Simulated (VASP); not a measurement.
# I (P-1) in VASP: a series of runs, part 2 of 2

VASP 6.6.1.

## (3) Single point, LDA

The input, INCAR:

```
SYSTEM = I
ALGO = Normal ; EDIFF = 1E-6
ENCUT = 500 ; GGA_COMPAT = .FALSE.
ISIF = 2 ; ISMEAR = 1
LASPH = .TRUE. ; LCHARG = .FALSE.
LREAL = .FALSE. ; LWAVE = .FALSE.
NBANDS = 10 ; NELM = 120
PREC = Accurate ; SIGMA = 0.15
```

The input, KPOINTS:

```
k-points
0
G
  5 5 5
  0 0 0
```

The input, POSCAR:

```
I
1.0
   -2.0926900000      2.0924600000      2.0829100000
    2.1425400000     -2.0667600000      2.1070600000
    2.0727700000      2.0468400000     -2.0572100000
I
1
Direct
    0.0000000000      0.0000000000      0.0000000000
```

Potentials or basis: VASP PAW LDA potentials, release 64 (I).

The run is started by

```console
cat potpaw_LDA.64/I/POTCAR > POTCAR
mpirun -np 1 vasp_std > vasp.out
```

OUTCAR:

```text
SYSTEM = I
   EDIFF = 1E-6
   ENCUT = 500
   ISIF = 2
   ISMEAR = 1
   LASPH = .TRUE.
   LREAL = .FALSE.
   NELM = 120
   PREC = Accurate

 ion  position               nearest neighbor table
   1  0.000  0.000  0.000-

  LATTYP: Found a triclinic cell.
 ALAT       =     9.2915946760
 B/A-ratio  =     0.6320913319
 C/A-ratio  =     0.3932275322
 COS(alpha) =     0.0038559063
 COS(beta)  =     0.2703488825
 COS(gamma) =     0.9461879143

  Lattice vectors:

 A1 = (   4.1156100000,  -0.0713200000,  -8.3300900000)
 A2 = (   4.1654600000,  -0.0456200000,  -4.1401200000)
 A3 = (  -2.1226200000,  -2.0725400000,  -2.1327600000)

Analysis of symmetry for initial positions (statically):
=====================================================================
 Subroutine PRICEL returns:
 Original cell was already a primitive cell.

 Routine SETGRP: Setting up the symmetry group for a
 triclinic supercell.

 Subroutine GETGRP returns: Found  2 space group operations
 (whereof  2 operations were pure point group operations)
 out of a pool of  2 trial point group operations.

The static configuration has the point symmetry S_2 .

Analysis of symmetry for dynamics (positions and initial velocities):
=====================================================================
 Subroutine PRICEL returns:
 Original cell was already a primitive cell.

 Routine SETGRP: Setting up the symmetry group for a
 triclinic supercell.

 Subroutine GETGRP returns: Found  2 space group operations
 (whereof  2 operations were pure point group operations)
 out of a pool of  2 trial point group operations.

The dynamic configuration has the point symmetry S_2 .

 Subroutine INISYM returns: Found  2 space group operations
 (whereof  2 operations are pure point group operations),
 and found     1 'primitive' translations

----------------------------------------------------------------------------------------

                                     Primitive cell

  volume of cell :      36.5468

  direct lattice vectors                    reciprocal lattice vectors
    -2.092690000  2.092460000  2.082910000    -0.001670607  0.240105903  0.237212333
     2.142540000 -2.066760000  2.107060000     0.234439408 -0.000336297  0.235878023
     2.072770000  2.046840000 -2.057210000     0.238428831  0.242761016 -0.004325720

  length of vectors
     3.618874736  3.647146336  3.566236454     0.337525297  0.332566370  0.340293888

  position of ions in fractional coordinates (direct lattice)
     0.000000000  0.000000000  0.000000000

  ion indices of the primitive-cell ions
   primitive index   ion index
                 1           1

----------------------------------------------------------------------------------------

 KPOINTS: k-points

Automatic generation of k-mesh.
 Grid dimensions read from file:
 generate k-points for:    5    5    5

 Generating k-lattice:

  Cartesian coordinates                     Fractional coordinates (reciprocal lattice)
    -0.000334121  0.048021181  0.047442467     0.200000000 -0.000000000 -0.000000000
     0.046887882 -0.000067259  0.047175605     0.000000000  0.200000000  0.000000000
     0.047685766  0.048552203 -0.000865144    -0.000000000  0.000000000  0.200000000

  Length of vectors
     0.067505059  0.066513274  0.068058778

  Shift w.r.t. Gamma in fractional coordinates (k-lattice)
     0.000000000  0.000000000  0.000000000

 Subroutine IBZKPT returns following result:
 ===========================================

 Found     63 irreducible k-points:

 Following reciprocal coordinates:
            Coordinates               Weight
  0.000000  0.000000  0.000000      1.000000
  0.200000 -0.000000  0.000000      2.000000
  0.400000  0.000000 -0.000000      2.000000
 -0.000000  0.200000  0.000000      2.000000
  0.200000  0.200000  0.000000      2.000000
  0.400000  0.200000  0.000000      2.000000
[... 16 lines left out ...]
 -0.200000  0.200000  0.200000      2.000000
 -0.000000  0.400000  0.200000      2.000000
 [... further k-points ...]
   k-points           NKPTS =     63   k-points in BZ     NKDIM =     63   number of bands    NBANDS=     10
   number of dos      NEDOS =    301   number of ions     NIONS =      1
   total plane-waves  NPLWV =  21952
   dimension x,y,z NGX =    28 NGY =   28 NGZ =   28
   dimension x,y,z NGXF=    56 NGYF=   56 NGZF=   56
   ions per type =               1
   NGX,Y,Z   is equivalent  to a cutoff of  12.86, 12.76, 13.05 a.u.
   NGXF,Y,Z  is equivalent  to a cutoff of  25.73, 25.53, 26.11 a.u.
 SYSTEM =  I
   PREC   = accura    normal or accurate (medium, high low for compatibility)
   ISTART =      0    job   : 0-new  1-cont  2-samecut
   ICHARG =      2    charge: 1-file 2-atom 10-const
   ISPIN  =      1    spin polarized calculation?
   LNONCOLLINEAR =      F non collinear calculations
   LSORBIT =      F    spin-orbit coupling
   LASPH  =      T    aspherical Exc in radial PAW
   ENCUT  =  500.0 eV  36.75 Ry    6.06 a.u.   6.60  6.65  6.50*2*pi/ulx,y,z
   NELM   =    120;   NELMIN=  2; NELMDL= -5     # of ELM steps
   EDIFF  = 0.1E-05   stopping-criterion for ELM
   LREAL  =      F    real-space projection
   EDIFFG = 0.1E-04   stopping-criterion for IOM
   NSW    =      0    number of steps for IOM
   IBRION =     -1    ionic relax: 0-MD 1-quasi-New 2-CG
   NFREE  =      0    steps in history (QN), initial steepest desc. (CG)
   ISIF   =      2    stress and relaxation
   ISYM   =      2    0-nonsym 1-usesym 2-fastsym
   POTIM  = 0.5000    time-step for ionic-motion
   TEBEG  =    0.0;   TEEND  =   0.0 temperature during run
   PSTRESS=    0.0 pullay stress
   NELECT =       7.0000    total number of electrons
   NUPDOWN=      -1.0000    fix difference up-down
   EMIN   =  10.00;   EMAX   =-10.00  energy-range for DOS
   EFERMI =   0.00;   METHOD = LEGACY
   ISMEAR =     1;   SIGMA  =   0.15  broadening in eV -4-tet -1-fermi 0-gaus
   EFERMI_NEDOS =   21; number of points for ismear=-14 and -15
   IALGO  =     38    algorithm
   IMIX   =      4    mixing-type and parameters
     AMIX     =   0.40;   BMIX     =  1.00
     AMIX_MAG =   1.60;   BMIX_MAG =  1.00
  volume/ion in A,a.u.               =      36.55       246.63
  Fermi-wavevector in a.u.,A,eV,Ry     =   0.943679  1.783295 12.116400  0.890530
  Thomas-Fermi vector in A             =   2.071410
   LORBIT       =      0    0 simple, 1 ext, 2 COOP (PROOUT), +10 PAW based schemes
   GGA     = CA    functional components
   LHFCALC =     F    Hartree Fock is set to
   AEXX    =    0.0000 exact exchange contribution
   IVDW    =     0    specifies the selected vdW correction
   LEPSILON=     F    determine dielectric tensor
   LRPA    =     F    only Hartree local field effects (RPA)
 non-spin polarized calculation
 Methfessel and Paxton  Order N= 1 SIGMA  =   0.15
  energy-cutoff  :      500.00
  volume of cell :       36.55
 maximum number of plane-waves:       945
 NGX is ok and might be reduce to    28
   NGX = 13   NGY = 13   NGZ = 13

 number of electron       7.0000000 magnetization

 Free energy of the ion-electron system (eV)
  ---------------------------------------------------
  ext. energy  EPLUGINS =         0.00000000
  ---------------------------------------------------
  free energy    TOTEN  =        -1.69209291 eV

  energy without entropy =       -1.68755190  energy(sigma->0) =       -1.69057924

 E-fermi :   3.9836     XC(G=0):  -9.1929

 val. band max:        3.9757775774   @ k =   0.2000   0.0000   0.2000
 cond. band min:       4.0108611451   @ k =   0.4000   0.2000   0.0000
 fundamental gap:      0.0350835678
 Fermi energy:         3.9836119477

 k-point     1 :       0.0000    0.0000    0.0000
  band No.  band energies     occupation
      1      -9.4006      2.00000
      2       4.6223     -0.00000
      3       4.6897     -0.00000
      4       4.7983     -0.00000
      5      10.5099      0.00000
      6      13.4970      0.00000
      7      13.6609      0.00000
      8      13.8936      0.00000
      9      15.7529      0.00000
     10      16.0129      0.00000

 k-point     2 :       0.2000   -0.0000    0.0000
  band No.  band energies     occupation
      1      -9.0129      2.00000
      2       2.5281      2.00000
      3       4.0508      0.31955
      4       4.6289     -0.00000
      5      11.1940      0.00000
      6      12.2494      0.00000
      7      13.6267      0.00000
      8      15.1517      0.00000
      9      15.5314      0.00000
     10      15.7032      0.00000
[... 274 lines left out ...]
 k-point    24 :      -0.0000    0.4000    0.2000
  band No.  band energies     occupation
      1      -7.9671      2.00000
      2       0.0405      2.00000
      3       1.9914      2.00000
      4       3.9093      1.73480
      5      10.7901      0.00000
      6      12.6333      0.00000
      7      14.8936      0.00000
      8      15.7056      0.00000
      9      18.7888      0.00000
     10      20.0325      0.00000

 [... further k-points ...]
[... 5 lines left out ...]
  --------------------------------------------------------------------------------------
  -------------------------------------------------------------------------------------
  Total       -0.9251955     -0.9818348     -0.9362678     -0.2142648      0.2612370      0.4739740
  in kB      -40.5596858    -43.0426983    -41.0450833     -9.3931660     11.4523781     20.7785651
  external PRESSURE =     -41.5491558 kB  Pullay stress =       0.0000000 kB

 VOLUME and BASIS-vectors are now :
 -----------------------------------------------------------------------------
  energy-cutoff  :      500.00
  volume of cell :       36.55
      direct lattice vectors                 reciprocal lattice vectors
    -2.092690000  2.092460000  2.082910000    -0.001670607  0.240105903  0.237212333
     2.142540000 -2.066760000  2.107060000     0.234439408 -0.000336297  0.235878023
     2.072770000  2.046840000 -2.057210000     0.238428831  0.242761016 -0.004325720

 POSITION                                       TOTAL-FORCE (eV/Angst)
 -----------------------------------------------------------------------------------
      0.00000      0.00000      0.00000         0.000000      0.000000      0.000000
 -----------------------------------------------------------------------------------
    total drift:                                0.000000      0.000000      0.000000

  FREE ENERGIE OF THE ION-ELECTRON SYSTEM (eV)
  ---------------------------------------------------
  free  energy   TOTEN  =        -1.6920929084 eV

  energy  without entropy=       -1.6875519005  energy(sigma->0) =       -1.69057924
```

stdout:

```text
POSCAR found type information on POSCAR I
 POSCAR found :  1 types and       1 ions
 scaLAPACK will be used
 LDA part: xc-table for (Slater(with rela. corr.)+CA(PZ))
 , standard interpolation
 POSCAR, INCAR and KPOINTS ok, starting setup
 FFT: planning ... GRIDC
 FFT: planning ... GRID_SOFT
 FFT: planning ... GRID
 WAVECAR not read
 entering main loop
```

Run time: 6.2 s. Hardware: 1 thread of Intel Xeon 6975P-C (Granite Rapids), shared host; peak memory 0.15 GiB.

Results:

```yaml
Free_energy: -1.6921 eV
Pressure: -4.2 GPa
```

Caveat: the k points lie up to 0.43 Å⁻¹ apart; spin-orbit coupling is left out, which moves the levels of the heavy elements; an odd number of electrons without spin polarisation forces a metal; a magnetic or distorted state may lie lower.
